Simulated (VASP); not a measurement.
# Si (a cell with a defect) in VASP: further runs, part 2 of 3

VASP 6.6.1. The steps go on from the part before.

### 3 Single point, PBE, collinear spin, zero start

The input, INCAR:

```
SYSTEM = Si
PREC = Accurate ; ENCUT = 520
EDIFF = 1E-6 ; ISMEAR = -1
SIGMA = 0.05 ; LREAL = Auto
LASPH = .TRUE. ; NELM = 150
ALGO = Normal ; ISIF = 2
LWAVE = .FALSE. ; LCHARG = .FALSE.
ISPIN = 2 ; MAGMOM = 0 0 0 0 0 0 0 0 0 0 0 0 0 0 0 0 0 0 0 0 0 0 0 0 0 0 0 0 0 0 0 0 0 0 0 0 0 0 0 0 0 0 0 0 0 0 0 0 0 0 0 0 0 0 0 0 0 0 0 0 0 0 0
LORBIT = 11 ; GGA = PE
NBANDS = 167 ; NELECT = 251.0
```

The input, KPOINTS:

```
regular mesh
0
G
  1 1 1
  0 0 0
```

The input, POSCAR:

```
Si
1.0
   10.8600000000      0.0000000000      0.0000000000
    0.0000000000     10.8600000000      0.0000000000
    0.0000000000      0.0000000000     10.8600000000
Si
63
Direct
    0.5000932781     -0.0000753223     -0.0002024862
    0.6235053407      0.1254360958      0.1253069982
    0.7495281768      0.2494767956     -0.0001313996
    0.8749356354      0.3747957643      0.1244991713
    0.7495279006     -0.0000039595      0.2493455801
    0.8749355433      0.1246246777      0.3746658379
    0.0002325046      0.0015899632      0.0014602210
    0.1239634438      0.1298848987      0.1297559853
    0.2491508287      0.2508688766      0.0018128913
    0.3701342541      0.3760567219      0.1297558011
    0.4984306630      0.4997871087      0.0014592081
    0.6255062615      0.6264755064      0.1246546041
    0.7509751381      0.7490430939     -0.0018329650
    0.8735435543      0.8745124309      0.1246534991
    0.2491496317      0.0019413444      0.2507403315
    0.3701328729      0.1298858195      0.3759267956
    0.4980768877      0.2508695212      0.2507400552
    0.6248140884      0.3749703499      0.3748426335
    0.7510079190      0.4988272560      0.2502391344
    0.8808162983      0.6192034991      0.3747911602
    0.4984290055      0.0015906077      0.4996571823
    0.6255062615      0.1247837017      0.6263468692
    0.7510094843      0.2503661142      0.4986975138
    0.8808279006      0.3749211786      0.6190622468
    0.7509735727     -0.0017037753      0.7489163904
    0.8735423573      0.1247837937      0.8743842541
    0.0002362799      0.4997824125     -0.0002151013
    0.1252229282      0.6250818600      0.1245000000
    0.2505425414      0.7504895028     -0.0001302026
    0.3745825967      0.8765124309      0.1253077348
   -0.0016649171      0.2583648250      0.2582373849
    0.2416503683      0.5016810313      0.2582397790
    0.3753911602      0.6250809392      0.3746667587
    0.5000206262      0.7504889503      0.2493469613
    0.6256512891      0.8743662063      0.3744001842
    0.0002361878     -0.0000878453      0.4996546041
    0.1252239411      0.1246253223      0.6249557090
    0.2416523941      0.2583654696      0.5015562615
    0.3753918048      0.3747955801      0.6249551565
    0.5001059853      0.4997823204      0.4996545120
    0.6267488029      0.6235777164      0.6234491713
    0.7541755064      0.7458434622      0.4988566298
    0.8764400552      0.8732708103      0.6234500921
    0.2505442910     -0.0000043278      0.7503622468
    0.3745837937      0.1254351750      0.8763845304
    0.5000223757      0.2494759669      0.7503618785
    0.6256560773      0.3745315838      0.8742339779
    0.7541830571      0.4989842541      0.7457067219
    0.8764416206      0.6235767035      0.8731408840
    0.0011917127      0.7490114180      0.2502383057
    0.1250482505      0.8752045120      0.3748425414
    0.1039270718      0.3960848987      0.3959632597
    0.1250999079      0.6192017495      0.6190719153
    0.2496530387      0.7490106814      0.4986978821
    0.3752367403      0.8745126151      0.6263464088
    0.0011920810      0.2503665746      0.7488816759
    0.1250479742      0.3749704420      0.8750765193
    0.2496514733      0.4988272560      0.7488823204
    0.3752351750      0.6264761510      0.8743843462
    0.5017228361      0.7490438306      0.7489157459
    0.6252697053      0.8747481584      0.8746210866
    0.0010336096      0.7458415285      0.7457126151
    0.1254889503      0.8743650092      0.8742374770
```

Potentials or basis: VASP PAW PBE potentials, release 64 (Si).

The run is started by

```console
> cat potpaw_PBE.64/Si/POTCAR > POTCAR
> mpirun -np 1 vasp_gam > vasp.out
```

OUTCAR:

```text
SYSTEM = Si
   PREC = Accurate
   ENCUT = 520
   EDIFF = 1E-6
   ISMEAR = -1
   LREAL = Auto
   LASPH = .TRUE.
   NELM = 150
   ISIF = 2
   ISPIN = 2
   LORBIT = 11
   GGA = PE
   NELECT = 251.0

 ion  position               nearest neighbor table
   1  0.500  1.000  1.000-  45 2.35   2 2.35  30 2.35  61 2.35
   2  0.624  0.125  0.125-   1 2.35   5 2.35   3 2.35  17 2.36
   3  0.750  0.249  1.000-  26 2.35  47 2.35   4 2.35   2 2.35
   4  0.875  0.375  0.124-  19 2.34  31 2.35  27 2.35   3 2.35
   5  0.750  1.000  0.249-  14 2.35  35 2.35   6 2.35   2 2.35
   6  0.875  0.125  0.375-  23 2.34  31 2.35  36 2.35   5 2.35
[... 43 lines left out ...]
  50  0.001  0.749  0.250-  28 2.34  51 2.35  20 2.35  14 2.37
  51  0.125  0.875  0.375-  36 2.35  50 2.35  54 2.35  15 2.35
  52  0.104  0.396  0.396-  38 2.41  31 2.41  32 2.41
  53  0.125  0.619  0.619-  54 2.35  58 2.35  62 2.37
  54  0.250  0.749  0.499-  33 2.34  51 2.35  53 2.35  55 2.37
  55  0.375  0.875  0.626-  44 2.35  60 2.35  21 2.36  54 2.37
  56  0.001  0.250  0.749-  37 2.34  57 2.35  24 2.35  26 2.37
  57  0.125  0.375  0.875-  27 2.35  58 2.35  56 2.35   9 2.35
  58  0.250  0.499  0.749-  39 2.34  57 2.35  53 2.35  59 2.37
  59  0.375  0.626  0.874-  29 2.35  60 2.35  11 2.36  58 2.37
  60  0.502  0.749  0.749-  59 2.35  55 2.35  61 2.35  41 2.36
  61  0.625  0.875  0.875-  13 2.35  60 2.35  25 2.35   1 2.35
  62  0.001  0.746  0.746-  49 2.35  43 2.35  53 2.37  63 2.39
  63  0.125  0.874  0.874-  44 2.35  29 2.35   7 2.38  62 2.39
[... 609 lines left out ...]
    10.860000000  0.000000000  0.000000000     0.092081031  0.000000000  0.000000000
     0.000000000 10.860000000  0.000000000     0.000000000  0.092081031  0.000000000
     0.000000000  0.000000000 10.860000000     0.000000000  0.000000000  0.092081031

 POSITION                                       TOTAL-FORCE (eV/Angst)
 -----------------------------------------------------------------------------------
      5.43101     10.85918     10.85780         0.002128      0.000024     -0.002128
      6.77127      1.36224      1.36083         0.002800     -0.000851     -0.000759
      8.13988      2.70932     10.85857        -0.001230      0.004978      0.003337
      9.50180      4.07028      1.35206        -0.001123      0.004719      0.003625
      8.13987     10.85996      2.70789        -0.000590      0.003768      0.004463
      9.50180      1.35342      4.06887        -0.001083      0.003485      0.005640
[... 55 lines left out ...]
      0.01123      8.09984      8.09844        -0.018890      0.030942      0.030601
      1.36281      9.49560      9.49422         0.004266      0.004623      0.004728
 -----------------------------------------------------------------------------------
    total drift:                               -0.002329     -0.002508     -0.019762

  FREE ENERGIE OF THE ION-ELECTRON SYSTEM (eV)
  ---------------------------------------------------
  free  energy   TOTEN  =      -338.2356396213 eV

  energy  without entropy=     -338.0949978558  energy(sigma->0) =     -338.16531874

 total charge

# of ion       s       p       d       tot
------------------------------------------
    1        0.739   0.956   0.000   1.695
    2        0.740   0.950   0.000   1.690
    3        0.739   0.955   0.000   1.694
    4        0.739   0.959   0.000   1.698
    5        0.739   0.955   0.000   1.694
    6        0.739   0.959   0.000   1.698
[... 55 lines left out ...]
   62        0.742   0.937   0.000   1.678
   63        0.744   0.933   0.000   1.677
--------------------------------------------------
tot         46.852  59.226   0.000 106.078

 magnetization (x)

# of ion       s       p       d       tot
------------------------------------------
    1        0.000   0.000   0.000   0.000
    2        0.000  -0.000   0.000  -0.000
    3       -0.000  -0.000   0.000  -0.000
    4       -0.000  -0.000   0.000  -0.000
    5        0.000  -0.000   0.000  -0.000
    6       -0.000  -0.000   0.000  -0.000
[... 55 lines left out ...]
   62        0.000  -0.000   0.000  -0.000
   63       -0.000  -0.000   0.000  -0.000
--------------------------------------------------
tot         -0.000  -0.001   0.000  -0.001
```

OSZICAR:

```text
N       E                     dE             d eps       ncg     rms          rms(c)
DAV:   1     0.123754131475E+04    0.12375E+04   -0.10836E+05   668   0.131E+03
DAV:   2    -0.175552544930E+03   -0.14131E+04   -0.13239E+04   866   0.213E+02
DAV:   3    -0.339242738474E+03   -0.16369E+03   -0.15813E+03   832   0.623E+01
DAV:   4    -0.344129909223E+03   -0.48872E+01   -0.48397E+01   792   0.128E+01
DAV:   5    -0.344245267083E+03   -0.11536E+00   -0.11503E+00   792   0.221E+00    0.274E+01
DAV:   6    -0.339945037858E+03    0.43002E+01   -0.40268E+00   784   0.303E+00    0.166E+01
DAV:   7    -0.338155352799E+03    0.17897E+01   -0.43977E+00   736   0.350E+00    0.258E+00
DAV:   8    -0.338219029190E+03   -0.63676E-01   -0.32638E-01   824   0.106E+00    0.855E-01
DAV:   9    -0.338224696997E+03   -0.56678E-02   -0.23924E-02   784   0.325E-01    0.493E-01
DAV:  10    -0.338233291126E+03   -0.85941E-02   -0.17661E-02   776   0.237E-01    0.226E-01
DAV:  11    -0.338234861116E+03   -0.15700E-02   -0.16832E-03   784   0.795E-02    0.138E-01
DAV:  12    -0.338235456711E+03   -0.59559E-03   -0.50257E-04   744   0.459E-02    0.666E-02
DAV:  13    -0.338235617697E+03   -0.16099E-03   -0.18071E-04   744   0.263E-02    0.151E-02
DAV:  14    -0.338235636871E+03   -0.19174E-04   -0.21689E-05   728   0.914E-03    0.912E-03
DAV:  15    -0.338235638969E+03   -0.20980E-05   -0.18452E-06   552   0.322E-03    0.485E-03
DAV:  16    -0.338235639621E+03   -0.65240E-06   -0.17798E-06   456   0.270E-03
   1 F= -.33823564E+03 E0= -.33816532E+03  d E =-.140642E+00  mag=    -0.0025
```

stdout:

```text
POSCAR found type information on POSCAR Si
 POSCAR found :  1 types and      63 ions
 scaLAPACK will be used
 LDA part: xc-table for (Slater+PW92), standard interpolation
 POSCAR, INCAR and KPOINTS ok, starting setup
 FFT: planning ... GRIDC
 FFT: planning ... GRID_SOFT
 FFT: planning ... GRID
 WAVECAR not read
 entering main loop
 the old and the new charge density differ
 old charge density:   252.00000 new  251.00000
    0.274E+01
```

Wall time 8.6 min (1 thread of Intel Xeon Platinum 8559C (Emerald Rapids), shared host); peak memory 1.4 GiB.

Results:

```
Free energy                                           : -338.2356 eV
Largest force                                         : 0.282 eV/Å
Net moment                                            : 0.00 μB per cell
Valence electrons inside the program's atomic spheres : Si 1.70, 1.69, 1.68, 1.63, 1.67, 1.59 (each value once)
```

Forces in eV/Å, atoms in the order of the input:
```
Si   0.002  0.000 -0.002
Si   0.003 -0.001 -0.001
Si  -0.001  0.005  0.003
Si  -0.001  0.005  0.004
Si  -0.001  0.004  0.004
Si  -0.001  0.003  0.006
Si  -0.005 -0.003 -0.002
Si   0.013 -0.023 -0.023
Si   0.001 -0.001 -0.009
Si   0.023 -0.013 -0.023
Si   0.003  0.005 -0.003
Si   0.002  0.003  0.008
Si  -0.006  0.006  0.011
Si  -0.004 -0.002  0.008
Si   0.001 -0.009 -0.001
Si   0.023 -0.023 -0.013
Si   0.009 -0.001 -0.001
Si  -0.001  0.002  0.002
Si  -0.002 -0.002  0.006
Si  -0.046  0.045  0.016
Si   0.002 -0.003  0.005
Si   0.002  0.008  0.004
Si  -0.002  0.006 -0.002
Si  -0.046  0.016  0.046
Si  -0.006  0.011  0.006
Si  -0.004  0.008 -0.002
Si   0.001 -0.001  0.001
Si  -0.005  0.001  0.003
Si  -0.005  0.001  0.003
Si   0.001 -0.003 -0.001
Si  -0.003 -0.045 -0.045
Si   0.045  0.003 -0.045
Si  -0.003  0.001  0.005
Si  -0.003  0.001  0.005
Si  -0.005  0.005 -0.004
Si   0.001  0.002 -0.001
Si  -0.006  0.003  0.001
Si   0.045 -0.045  0.003
Si  -0.004  0.005  0.001
Si  -0.001 -0.001 -0.001
Si  -0.013  0.008  0.008
Si  -0.031  0.031  0.019
Si  -0.007  0.013  0.007
Si  -0.004  0.004  0.001
Si   0.001 -0.001 -0.003
Si  -0.003  0.005  0.001
Si  -0.005 -0.005  0.005
Si  -0.031  0.019  0.031
Si  -0.008  0.008  0.013
Si   0.002  0.002  0.006
Si  -0.002  0.000  0.002
Si   0.163 -0.162 -0.163
Si  -0.016  0.045  0.046
Si  -0.006  0.002 -0.002
Si  -0.008 -0.002  0.004
Si   0.002  0.006  0.002
Si  -0.002  0.002  0.001
Si  -0.006 -0.002  0.002
Si  -0.008  0.003 -0.002
Si  -0.011  0.006  0.006
Si  -0.006  0.005  0.006
Si  -0.019  0.031  0.031
Si   0.004  0.005  0.005
```

Caveat: the k points lie up to 0.58 Å⁻¹ apart; the cell carries a net charge on a neutralising background, which shifts energy and pressure; the cell is charged against a uniform background, so pressure and absolute levels hang on convention; no moment was typed at the start, so none could form.

### 4 Single point, PBE, collinear spin, zero start

The input, INCAR:

```
SYSTEM = Si
PREC = Accurate
ENCUT = 520
EDIFF = 1E-6
ISMEAR = -1
SIGMA = 0.05
LREAL = Auto
LASPH = .TRUE.
NELM = 150
ALGO = Normal
ISIF = 2
LWAVE = .FALSE.
LCHARG = .TRUE.
ISPIN = 2
MAGMOM = 0 0 0 0 0 0 0 0 0 0 0 0 0 0 0 0 0 0 0 0 0 0 0 0 0 0 0 0 0 0 0 0 0 0 0 0 0 0 0 0 0 0 0 0 0 0 0 0 0 0 0 0 0 0 0 0 0 0 0 0 0 0 0
LORBIT = 11
GGA = PE
LELF = .TRUE.
LVHAR = .TRUE.
NBANDS = 167
NELECT = 251.0
```

KPOINTS is that of step 3.

The input, POSCAR:

```
Si
1.0
   10.8600000000      0.0000000000      0.0000000000
    0.0000000000     10.8600000000      0.0000000000
    0.0000000000      0.0000000000     10.8600000000
Si
63
Direct
    0.4994822284      0.0006104972     -0.0000286372
    0.6230046961      0.1263233886      0.1256861878
    0.7494945672      0.2488827808      0.0002007366
    0.8750844383      0.3765210866      0.1256906077
    0.7495041436      0.0008432781      0.2482402394
    0.8750919890      0.1263401473      0.3758776243
   -0.0007408840      0.0010114180      0.0003755985
    0.1236790976      0.1295830571      0.1289378453
    0.2482994475      0.2517941989      0.0014720994
    0.3705189687      0.3764141805      0.1289299263
    0.4990866483      0.5008380295      0.0003707182
    0.6247365562      0.6259030387      0.1242278085
    0.7501776243      0.7499172192     -0.0018128913
    0.8741932781      0.8753573665      0.1242280847
    0.2482949355      0.0021234807      0.2511603131
    0.3704768877      0.1296161142      0.3757812155
    0.4979700737      0.2517967772      0.2511595764
    0.6246533149      0.3755765193      0.3749374770
    0.7493698895      0.5005667587      0.2496275322
    0.8832104052      0.6168813996      0.3730292818
    0.4990628913      0.0010303867      0.5001861878
    0.6247284530      0.1248628913      0.6252571823
    0.7493647330      0.2502600368      0.4999267956
    0.8831898711      0.3736535912      0.6162684162
    0.7501731123     -0.0011753223      0.7492749540
    0.8741836096      0.1248585635      0.8747281768
   -0.0002975138      0.5003907919     -0.0004896869
    0.1235728361      0.6250095764      0.1256891344
    0.2512111418      0.7506000000      0.0001998158
    0.3737691529      0.8770890424      0.1256869245
   -0.0003252302      0.2563234807      0.2556723757
    0.2437875691      0.5004258748      0.2556561694
    0.3737553407      0.6250023941      0.3758782689
    0.4992508287      0.7505912523      0.2482409761
    0.6263255064      0.8737693370      0.3749374770
   -0.0002956722      0.0001550645      0.4997500921
    0.1235702578      0.1263442910      0.6243643646
    0.2437070902      0.2563880295      0.4997624309
    0.3737505525      0.3765236648      0.6243658379
    0.4999383978      0.5003889503      0.4997503683
    0.6266943831      0.6244848066      0.6238373849
    0.7546763352      0.7454172192      0.4986416206
    0.8756097606      0.8733983425      0.6238378453
    0.2512139042      0.0008448435      0.7499430939
    0.3737717311      0.1263207182      0.8764409761
    0.4992488029      0.2488800184      0.7499451197
    0.6263296501      0.3755830571      0.8731139963
    0.7546740331      0.4992913444      0.7447749540
    0.8756107735      0.6244836096      0.8727560773
   -0.0004732044      0.7507213628      0.2496282689
    0.1245161142      0.8754386740      0.3749376611
    0.0212005525      0.4788849908      0.4782993554
    0.1264377532      0.6169000000      0.6162655617
    0.2498315838      0.7507265193      0.4999262431
    0.3752295580      0.8753637201      0.6252553407
   -0.0004811234      0.2502543278      0.7500982505
    0.1245158379      0.3755769797      0.8747981584
    0.2498372007      0.5005739411      0.7500972376
    0.3752331492      0.6259099448      0.8747263352
    0.5012669429      0.7499197974      0.7492739411
    0.6246599448      0.8754318600      0.8747927256
    0.0008042357      0.7454197053      0.7447755985
    0.1245115101      0.8737665746      0.8731150092
```

The run is started by

```console
> cat potpaw_PBE.64/Si/POTCAR > POTCAR
> mpirun -np 1 vasp_gam > vasp.out
```

Run time: 22 min. Hardware: 1 thread of Intel Xeon 8259CL, shared host; peak memory 1.4 GiB.

The run converged. Its results:

```
Free energy                                           : -338.2327 eV
Largest force                                         : 0.294 eV/Å
Net moment                                            : 0.00 μB per cell
Valence electrons inside the program's atomic spheres : Si 1.69, 1.68, 1.70, 1.67, 1.63, 1.59 (each value once)
```

Forces on the atoms (eV/Å):
```
Si   0.002 -0.001 -0.003
Si   0.009 -0.004 -0.005
Si   0.008 -0.002  0.001
Si   0.007  0.004  0.000
Si   0.008  0.001  0.000
Si   0.007  0.002  0.004
Si  -0.001 -0.007 -0.006
Si   0.021 -0.030 -0.030
Si   0.008 -0.008 -0.015
Si   0.030 -0.021 -0.030
Si   0.007  0.001 -0.006
Si   0.002 -0.006 -0.001
Si  -0.002  0.001  0.008
Si   0.007 -0.002 -0.001
Si   0.007 -0.014 -0.007
Si   0.031 -0.031 -0.018
Si   0.014 -0.007 -0.007
Si   0.004 -0.005 -0.001
Si  -0.001 -0.002 -0.002
Si  -0.041  0.042  0.000
Si   0.008 -0.007  0.003
Si   0.006  0.001 -0.010
Si  -0.002  0.001 -0.003
Si  -0.040 -0.001  0.042
Si  -0.002  0.005  0.003
Si   0.008  0.000 -0.003
Si   0.001 -0.001 -0.004
Si  -0.004 -0.007  0.000
Si   0.002 -0.008  0.001
Si   0.005 -0.009 -0.005
Si   0.014 -0.048 -0.050
Si   0.048 -0.015 -0.049
Si  -0.002 -0.007  0.004
Si  -0.001 -0.008  0.000
Si   0.000  0.000 -0.004
Si  -0.002  0.000 -0.004
Si  -0.004  0.001 -0.007
Si   0.049 -0.049 -0.014
Si  -0.001  0.004 -0.007
Si   0.002  0.002 -0.004
Si  -0.006  0.000 -0.001
Si  -0.023  0.022  0.011
Si   0.001  0.007  0.000
Si   0.002  0.000 -0.008
Si   0.005 -0.005 -0.008
Si   0.000 -0.002 -0.007
Si   0.000 -0.004  0.001
Si  -0.023  0.011  0.022
Si   0.000 -0.001  0.008
Si   0.003  0.001 -0.001
Si   0.004 -0.005 -0.001
Si  -0.170  0.170  0.170
Si   0.001  0.040  0.041
Si   0.000  0.002 -0.004
Si  -0.002 -0.007 -0.010
Si   0.000  0.000  0.000
Si   0.004 -0.004 -0.003
Si   0.000 -0.001  0.001
Si   0.001 -0.007 -0.004
Si  -0.005  0.001  0.003
Si   0.004 -0.004  0.000
Si  -0.010  0.024  0.022
Si   0.004  0.000  0.000
```

Levels at points of the mesh, in eV from the Fermi level:
Spin up:
| k point | band 123 | band 124 | band 125 | band 126 | band 127 | band 128 |
| --- | --- | --- | --- | --- | --- | --- |
| (0.00, 0.00, 0.00) | -0.79 | -0.79 | -0.76 | 0.07 | 0.07 | 0.10 |
Spin down:
```csv
k point,band 121,band 122,band 123,band 124,band 125,band 126,band 127,band 128,band 129,band 130
"(0.00, 0.00, 0.00)",-1.61,-1.61,-0.79,-0.79,-0.76,0.07,0.07,0.10,0.27,0.27
```

Caveat: the k points lie up to 0.58 Å⁻¹ apart; the cell carries a net charge on a neutralising background, which shifts energy and pressure; the cell is charged against a uniform background, so pressure and absolute levels hang on convention; no moment was typed at the start, so none could form.

(Part 2 of 3 ends here.)
